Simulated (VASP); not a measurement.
A run of VASP 6.6.1 is set up as follows.

INCAR

```
PREC = Accurate
ENCUT = 520
EDIFF = 1E-6
ISMEAR = 0
SIGMA = 0.01
LREAL = False
LASPH = True
NELM = 100
ALGO = Normal
ISIF = 2
LWAVE = False
LCHARG = False
GGA = PS
NBANDS = 14
```

File KPOINTS:

```
regular mesh
0
Gamma
  6 6 6
```

File POSCAR:

```
NaF
1.0
    2.7934851994      0.0000000000      0.0000000000
    0.0000000000      2.7934851994      0.0000000000
    0.0000000000      0.0000000000      2.7934851994
Na F
1 1
Direct
    0.0000000000      0.0000000000      0.0000000000
    0.5000000000      0.5000000000      0.5000000000
```

Potentials or basis: VASP PAW PBE potentials, release 64 (Na_pv, F).

The run is started by

```sh
$ cat potpaw_PBE.64/Na_pv/POTCAR potpaw_PBE.64/F/POTCAR > POTCAR
$ mpirun -np 1 vasp_std > vasp.out
```

**Question.** What does it give for the pressure?

**Answer.** 1.3 GPa.

**Question.** Predict the band gap on the k mesh.

**Answer.** 5.98 eV, indirect (least direct gap 6.32 eV).

Caveat: the PAW data sets were made with another functional, which shifts forces and pressure a little. A k mesh can miss the band edges.
